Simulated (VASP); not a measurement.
# Li (P6_3/mmc) in VASP: single point with PBE

Aim: the single point of Li with PBE.

All numbers are computed with VASP 6.6.1; they aren't measurements. Logs are shortened: lines on timing, memory, paths and dates and some standing lists are left out, and cuts for length are marked.

## (1) The cell of the first run

Symmetry: P6_3/mmc, No. 194, hexagonal system. Conventional cell: a = 3.084 Å, b = 3.084 Å, c = 5.043 Å, α = 90.00°, β = 90.00°, γ = 120.00°. Li (site symmetry -6m2) has 12 Li at 3.08 to 3.09 Å within 4.1 Å.

This isn't the form of Li at room conditions, which is bcc.

## (2) Single point, PBE (20.77 Å³/atom)

Contents of INCAR:

```
SYSTEM = Li
ALGO = Normal
EDIFF = 1E-6
ENCUT = 520
GGA = PE
ISIF = 2
ISMEAR = -1
LASPH = .True.
LCHARG = .False.
LREAL = .False.
LWAVE = .False.
NBANDS = 10
NELM = 100
PREC = Accurate
SIGMA = 0.05
```

Contents of KPOINTS:

```
k-points
0
Gamma
  16 16 9
  0 0 0
```

Contents of POSCAR:

```
Li
1.0
    3.0839572299      0.0000000000      0.0000000000
   -1.5419786150      2.6707853053      0.0000000000
    0.0000000000      0.0000000000      5.0434136445
Li
2
Direct
    0.3333333333      0.6666666667      0.2500000000
    0.6666666667      0.3333333333      0.7500000000
```

Potentials or basis: VASP PAW PBE potentials, release 64 (Li_sv).

Command:

```
> cat potpaw_PBE.64/Li_sv/POTCAR > POTCAR
> mpirun -np 1 vasp_std > vasp.out
```

OUTCAR:

```text
SYSTEM = Li
   EDIFF = 1E-6
   ENCUT = 520
   GGA = PE
   ISIF = 2
   ISMEAR = -1
   LASPH = .True.
   LREAL = .False.
   NELM = 100
   PREC = Accurate

 ion  position               nearest neighbor table
   1  0.333  0.667  0.250-
   2  0.667  0.333  0.750-

  LATTYP: Found a hexagonal cell.
 ALAT       =     3.0839572299
 C/A-ratio  =     1.6353708137

  Lattice vectors:

 A1 = (   3.0839572299,   0.0000000000,   0.0000000000)
 A2 = (  -1.5419786150,   2.6707853053,   0.0000000000)
 A3 = (   0.0000000000,   0.0000000000,   5.0434136445)

Analysis of symmetry for initial positions (statically):
=====================================================================
 Subroutine PRICEL returns:
 Original cell was already a primitive cell.

 Routine SETGRP: Setting up the symmetry group for a
 hexagonal supercell.

 Subroutine GETGRP returns: Found 24 space group operations
 (whereof 12 operations were pure point group operations)
 out of a pool of 24 trial point group operations.

The static configuration has the point symmetry D_3d.
 The point group associated with its full space group is D_6h.

Analysis of symmetry for dynamics (positions and initial velocities):
=====================================================================
 Subroutine PRICEL returns:
 Original cell was already a primitive cell.

 Routine SETGRP: Setting up the symmetry group for a
 hexagonal supercell.

 Subroutine GETGRP returns: Found 24 space group operations
 (whereof 12 operations were pure point group operations)
 out of a pool of 24 trial point group operations.

The dynamic configuration has the point symmetry D_3d.
 The point group associated with its full space group is D_6h.

 Subroutine INISYM returns: Found 24 space group operations
 (whereof 12 operations are pure point group operations),
 and found     1 'primitive' translations

----------------------------------------------------------------------------------------

                                     Primitive cell

  volume of cell :      41.5405

  direct lattice vectors                    reciprocal lattice vectors
     3.083957230  0.000000000  0.000000000     0.324258712  0.187210855  0.000000000
    -1.541978615  2.670785305  0.000000000     0.000000000  0.374421710  0.000000000
     0.000000000  0.000000000  5.043413645     0.000000000  0.000000000  0.198278402

  length of vectors
     3.083957230  3.083957230  5.043413645     0.374421710  0.374421710  0.198278402

  position of ions in fractional coordinates (direct lattice)
     0.333333333  0.666666667  0.250000000
     0.666666667  0.333333333  0.750000000

  ion indices of the primitive-cell ions
   primitive index   ion index
                 1           1
                 2           2

----------------------------------------------------------------------------------------

 KPOINTS: k-points

Automatic generation of k-mesh.
 Grid dimensions read from file:
 generate k-points for:   16   16    9

 Generating k-lattice:

  Cartesian coordinates                     Fractional coordinates (reciprocal lattice)
     0.020266170  0.011700678  0.000000000     0.062500000  0.000000000  0.000000000
     0.000000000  0.023401357  0.000000000     0.000000000  0.062500000  0.000000000
     0.000000000  0.000000000  0.022030934     0.000000000  0.000000000  0.111111111

  Length of vectors
     0.023401357  0.023401357  0.022030934

  Shift w.r.t. Gamma in fractional coordinates (k-lattice)
     0.000000000  0.000000000  0.000000000

 Subroutine IBZKPT returns following result:
 ===========================================

 Found    150 irreducible k-points:

 Following reciprocal coordinates:
            Coordinates               Weight
  0.000000  0.000000  0.000000      1.000000
  0.062500  0.000000  0.000000      6.000000
  0.125000  0.000000  0.000000      6.000000
  0.187500  0.000000  0.000000      6.000000
  0.250000  0.000000  0.000000      6.000000
  0.312500  0.000000  0.000000      6.000000
[... 16 lines left out ...]
  0.187500  0.187500  0.000000      6.000000
  0.250000  0.187500  0.000000     12.000000
 [... further k-points ...]
   k-points           NKPTS =    150   k-points in BZ     NKDIM =    150   number of bands    NBANDS=     10
   number of dos      NEDOS =    301   number of ions     NIONS =      2
   total plane-waves  NPLWV =  23040
   dimension x,y,z NGX =    24 NGY =   24 NGZ =   40
   dimension x,y,z NGXF=    48 NGYF=   48 NGZF=   80
   ions per type =               2
   NGX,Y,Z   is equivalent  to a cutoff of  12.94, 12.94, 13.19 a.u.
   NGXF,Y,Z  is equivalent  to a cutoff of  25.88, 25.88, 26.37 a.u.
 SYSTEM =  Li
   PREC   = accura    normal or accurate (medium, high low for compatibility)
   ISTART =      0    job   : 0-new  1-cont  2-samecut
   ICHARG =      2    charge: 1-file 2-atom 10-const
   ISPIN  =      1    spin polarized calculation?
   LNONCOLLINEAR =      F non collinear calculations
   LSORBIT =      F    spin-orbit coupling
   LASPH  =      T    aspherical Exc in radial PAW
   ENCUT  =  520.0 eV  38.22 Ry    6.18 a.u.   5.73  5.73  9.38*2*pi/ulx,y,z
   NELM   =    100;   NELMIN=  2; NELMDL= -5     # of ELM steps
   EDIFF  = 0.1E-05   stopping-criterion for ELM
   LREAL  =      F    real-space projection
   EDIFFG = 0.1E-04   stopping-criterion for IOM
   NSW    =      0    number of steps for IOM
   IBRION =     -1    ionic relax: 0-MD 1-quasi-New 2-CG
   NFREE  =      0    steps in history (QN), initial steepest desc. (CG)
   ISIF   =      2    stress and relaxation
   ISYM   =      2    0-nonsym 1-usesym 2-fastsym
   POTIM  = 0.5000    time-step for ionic-motion
   TEBEG  =    0.0;   TEEND  =   0.0 temperature during run
   PSTRESS=    0.0 pullay stress
   NELECT =       6.0000    total number of electrons
   NUPDOWN=      -1.0000    fix difference up-down
   EMIN   =  10.00;   EMAX   =-10.00  energy-range for DOS
   EFERMI =   0.00;   METHOD = LEGACY
   ISMEAR =    -1;   SIGMA  =   0.05  broadening in eV -4-tet -1-fermi 0-gaus
   EFERMI_NEDOS =   21; number of points for ismear=-14 and -15
   IALGO  =     38    algorithm
   IMIX   =      4    mixing-type and parameters
     AMIX     =   0.40;   BMIX     =  1.00
     AMIX_MAG =   1.60;   BMIX_MAG =  1.00
  volume/ion in A,a.u.               =      20.77       140.16
  Fermi-wavevector in a.u.,A,eV,Ry     =   0.858950  1.623180 10.038315  0.737795
  Thomas-Fermi vector in A             =   1.976232
   LORBIT       =      0    0 simple, 1 ext, 2 COOP (PROOUT), +10 PAW based schemes
   GGA     = PE    functional components
   LHFCALC =     F    Hartree Fock is set to
   AEXX    =    0.0000 exact exchange contribution
   IVDW    =     0    specifies the selected vdW correction
   LEPSILON=     F    determine dielectric tensor
   LRPA    =     F    only Hartree local field effects (RPA)
 non-spin polarized calculation
  energy-cutoff  :      520.00
  volume of cell :       41.54
 maximum number of plane-waves:      1140
 NGX is ok and might be reduce to    24
   NGX = 11   NGY = 11   NGZ = 19

 number of electron       5.9999992 magnetization

 Free energy of the ion-electron system (eV)
  ---------------------------------------------------
  ext. energy  EPLUGINS =         0.00000000
  ---------------------------------------------------
  free energy    TOTEN  =        -3.81746060 eV

  energy without entropy =       -3.81040197  energy(sigma->0) =       -3.81393129

 E-fermi :   0.5534     XC(G=0):  -6.9851

 val. band max:        0.5438019217   @ k =   0.0000   0.0000   0.0000
 cond. band min:       0.5551498576   @ k =   0.3750   0.0000   0.4444
 fundamental gap:      0.0113479359
 Fermi energy:         0.5534170435

 k-point     1 :       0.0000    0.0000    0.0000
  band No.  band energies     occupation
      1     -46.0124      2.00000
      2     -45.9963      2.00000
      3      -2.9712      2.00000
      4       0.5438      1.09586
      5       3.3911      0.00000
      6      12.8164      0.00000
      7      12.8164      0.00000
      8      14.1924      0.00000
      9      14.1925      0.00000
     10      14.7558      0.00000

 k-point     2 :       0.0625    0.0000    0.0000
  band No.  band energies     occupation
      1     -46.0119      2.00000
      2     -45.9960      2.00000
      3      -2.9095      2.00000
      4       0.6246      0.38840
      5       3.4157      0.00000
      6      12.1270      0.00000
      7      12.3340      0.00000
      8      14.1744      0.00000
      9      14.5008      0.00000
     10      14.6934      0.00000

 k-point     3 :       0.1250    0.0000    0.0000
  band No.  band energies     occupation
      1     -46.0103      2.00000
      2     -45.9953      2.00000
      3      -2.7245      2.00000
      4       0.8667      0.00379
      5       3.4859      0.00000
      6      10.6850      0.00000
      7      11.5243      0.00000
      8      14.0940      0.00000
      9      14.3772      0.00000
     10      14.6653      0.00000

 k-point     4 :       0.1875    0.0000    0.0000
  band No.  band energies     occupation
      1     -46.0080      2.00000
      2     -45.9942      2.00000
      3      -2.4161      2.00000
      4       1.2696      0.00000
      5       3.5829      0.00000
      6       9.1234      0.00000
      7      10.7495      0.00000
      8      13.4378      0.00000
      9      13.5278      0.00000
     10      14.2140      0.00000

 k-point     5 :       0.2500    0.0000    0.0000
  band No.  band energies     occupation
      1     -46.0050      2.00000
      2     -45.9930      2.00000
      3      -1.9844      2.00000
      4       1.8322      0.00000
      5       3.6469      0.00000
      6       7.7177      0.00000
      7      10.0856      0.00000
      8      11.9149      0.00000
      9      12.1146      0.00000
     10      13.9718      0.00000

 k-point     6 :       0.3125    0.0000    0.0000
  band No.  band energies     occupation
      1     -46.0020      2.00000
      2     -45.9919      2.00000
      3      -1.4319      2.00000
      4       2.5518      0.00000
      5       3.5122      0.00000
      6       6.7115      0.00000
      7       9.5572      0.00000
      8      10.2516      0.00000
      9      10.7745      0.00000
     10      13.5604      0.00000
[... 183 lines left out ...]
 k-point    21 :       0.3750    0.1250    0.0000
  band No.  band energies     occupation
      1     -45.9962      2.00000
      2     -45.9910      2.00000
      3       0.1803      1.99885
      4       2.3454      0.00000
      5       4.6488      0.00000
      6       5.9931      0.00000
      7       7.0365      0.00000
      8       7.4271      0.00000
      9      10.2153      0.00000
     10      12.3612      0.00000

 k-point    22 :       0.4375    0.1250    0.0000
  band No.  band energies     occupation
      1     -45.9954      2.00000
      2     -45.9910      2.00000
      3       0.7119      0.08064
      4       1.7527      0.00000
      5       5.4071      0.00000
      6       6.2276      0.00000
      7       6.5223      0.00000
      8       6.6910      0.00000
      9      10.0448      0.00000
     10      12.3361      0.00000

 k-point    23 :       0.1875    0.1875    0.0000
  band No.  band energies     occupation
      1     -46.0012      2.00000
      2     -45.9917      2.00000
      3      -1.3009      2.00000
      4       2.7123      0.00000
      5       3.8118      0.00000
      6       6.3462      0.00000
      7       7.9429      0.00000
      8      10.9759      0.00000
      9      12.0078      0.00000
     10      12.4305      0.00000

 k-point    24 :       0.2500    0.1875    0.0000
  band No.  band energies     occupation
      1     -45.9985      2.00000
      2     -45.9911      2.00000
      3      -0.6824      2.00000
      4       3.5051      0.00000
      5       3.6976      0.00000
      6       5.3756      0.00000
      7       7.3747      0.00000
      8       9.7248      0.00000
      9      11.3001      0.00000
     10      11.7930      0.00000

 [... further k-points ...]

------------------------ aborting loop because EDIFF is reached ----------------------------------------

  FORCE on cell =-STRESS in cart. coord.  units (eV):
  Direction    XX          YY          ZZ          XY          YZ          ZX
  --------------------------------------------------------------------------------------
  -------------------------------------------------------------------------------------
  Total       -0.1115983     -0.1115983     -0.1054582      0.0000000     -0.0000000      0.0000000
  in kB       -4.3042375     -4.3042375     -4.0674198      0.0000000     -0.0000000      0.0000000
  external PRESSURE =      -4.2252982 kB  Pullay stress =       0.0000000 kB

 VOLUME and BASIS-vectors are now :
 -----------------------------------------------------------------------------
  energy-cutoff  :      520.00
  volume of cell :       41.54
      direct lattice vectors                 reciprocal lattice vectors
     3.083957230  0.000000000  0.000000000     0.324258712  0.187210855  0.000000000
    -1.541978615  2.670785305  0.000000000     0.000000000  0.374421710  0.000000000
     0.000000000  0.000000000  5.043413645     0.000000000  0.000000000  0.198278402

 POSITION                                       TOTAL-FORCE (eV/Angst)
 -----------------------------------------------------------------------------------
     -0.00000      1.78052      1.26085         0.000000     -0.000000      0.000000
      1.54198      0.89026      3.78256        -0.000000      0.000000      0.000000
 -----------------------------------------------------------------------------------
    total drift:                               -0.000000      0.000000      0.000000

  FREE ENERGIE OF THE ION-ELECTRON SYSTEM (eV)
  ---------------------------------------------------
  free  energy   TOTEN  =        -3.8174605991 eV

  energy  without entropy=       -3.8104019741  energy(sigma->0) =       -3.81393129
```

Run time: 1.7 min. Hardware: 1 thread of AMD EPYC 7R43 (Zen 3), shared host; peak memory 0.14 GiB.

What came out:

| Quantity | Value |
| --- | --- |
| Free energy | -3.8175 eV |
| Band gap on the k mesh | zero (bands 3 and 4 overlap by 3.93 eV) |

Levels at points of the mesh, in eV from the Fermi level:
| k point | band 1 | band 2 | band 3 | band 4 | band 5 | band 6 | band 7 | band 8 |
| --- | --- | --- | --- | --- | --- | --- | --- | --- |
| (0.00, 0.00, 0.00) | -46.57 | -46.55 | -3.52 | -0.01 | 2.84 | 12.26 | 12.26 | 13.64 |
| (0.50, 0.00, 0.00) | -46.55 | -46.54 | -0.07 | 1.02 | 4.61 | 5.76 | 6.12 | 7.73 |

Caveat: the cutoff is under 1.25 times the usual one of these potentials, so pressure, stress and relaxed cells hold a basis-set (Pulay) error.
